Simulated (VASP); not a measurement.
SnTe:

```
Sn Te
1.0
     0.00000    3.13160    3.13160
     3.13160    0.00000    3.13160
     3.13160    3.13160    0.00000
Sn Te
1 1
Direct
  0.00000 0.00000 0.00000
  0.50000 0.50000 0.50000
```

This cell differs from its parent crystal: strain -1.8%.

Base run:

| Quantity | Value |
| --- | --- |
| Program | VASP 6.6.1 |
| Functional | r2SCAN |
| Potentials or basis | VASP PAW PBE potentials, release 64 (Sn_d, Te) |
| Cutoff | 520 eV |
| k mesh | 8 × 8 × 8 |
| Occupations | gaussian, width 0.01 eV |
| Spin | no spin polarisation |

Its results: band gap on the k mesh 0.03 eV, direct; pressure 2.5 GPa.

Task: The run is repeated on the same cell with these changes: functional from r2SCAN to PBE; occupations from gaussian, width 0.01 eV to fermi-dirac, width 0.02 eV. What comes out?

Result: Band gap on the k mesh 0.15 eV, direct; pressure 3.2 GPa.

Caveats: spin-orbit coupling is left out, which moves the levels of the heavy elements; the PAW data sets were made with another functional, which shifts forces and pressure a little (some runs).

A k mesh can miss the band edges.
